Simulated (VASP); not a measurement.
Write the native input for VASP 6.6.1 that does the following.

```yaml
Task: single point
Functional: PBE
Potentials_or_basis: VASP PAW PBE potentials, release 64 (Ca_sv, Se)
Cutoff: 520 eV
k_mesh: 6 × 6 × 6
Occupations: gaussian, width 0.01 eV
Spin: no spin polarisation
Dipole_correction: no
Further_INCAR_settings: ALGO = Normal; EDIFF = 1e-06; NBANDS = 15
```

The structure of CaSe lies in POSCAR:

```
CaSe
1.0
    0.0000000000      2.9497151325      2.9497151325
    2.9497151325      0.0000000000      2.9497151325
    2.9497151325      2.9497151325      0.0000000000
Ca Se
1 1
Direct
    0.0000000000      0.0000000000      0.0000000000
    0.5000000000      0.5000000000      0.5000000000
```

This cell differs from its parent crystal: volume changed by -3%.

One way to write it, as run:

INCAR

```
SYSTEM = CaSe
PREC = Accurate
ENCUT = 520
EDIFF = 1E-6
ISMEAR = 0
SIGMA = 0.01
LREAL = .FALSE.
LASPH = .TRUE.
NELM = 60
ALGO = Normal
ISIF = 2
LWAVE = .FALSE.
LCHARG = .FALSE.
GGA = PE
NBANDS = 15
```

KPOINTS

```
Automatic mesh
0
G
  6 6 6
  0 0 0
```

Potentials or basis: VASP PAW PBE potentials, release 64 (Ca_sv, Se).

Run with:

```console
$ cat potpaw_PBE.64/Ca_sv/POTCAR potpaw_PBE.64/Se/POTCAR > POTCAR
$ mpirun -np 1 vasp_std > vasp.out
```

It gave:

```yaml
Pressure: 1.7 GPa
Band_gap_on_the_k_mesh: 2.00 eV, indirect (least direct gap 2.95 eV)
```

It took 6.9 s on 1 thread of Intel(R) Xeon(R) Platinum 8488C (Sapphire Rapids) (shared host), peak memory 0.17 GiB.
